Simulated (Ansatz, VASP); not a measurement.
**Two plane-wave programs on PPt**

```xyz
2
Lattice="0.0000 2.6335 2.6335 2.6335 0.0000 2.6335 2.6335 2.6335 0.0000" Properties=species:S:1:pos:R:3 pbc="T T T"
Pt    0.0000    0.0000    0.0000
P     1.3168    1.3168    1.3168
```

Alike in both runs: task single point; functional PBEsol; k mesh 12 × 12 × 12; occupations gaussian, width 0.05 eV; no spin polarisation.

```csv
,VASP,Ansatz
version,VASP 6.6.1,Ansatz 0.2.0
potentials or method,"VASP PAW PBE potentials, release 64 (Pt, P), cutoff 520 eV","scalar-relativistic, plane waves, PAW"
valence electrons in the cell,15,23
```

|  | VASP | Ansatz | Ansatz less VASP |
| --- | --- | --- | --- |
| gap on the k mesh at the Fermi level (eV) | none | none | - |
| pressure (GPa) | 3.2 | 3.2 | -0.02 |

VASP's potentials were made for PBE, not for PBEsol. A gap of «none» marks a metal or a gap that the smearing closes. The functional is the same, so the differences come from potentials, cutoffs and numerics. VASP's potentials hold 15 valence electrons a cell and Ansatz's 23, so a difference there can come from the potentials and not from the codes.

Neither program's run includes spin-orbit coupling.
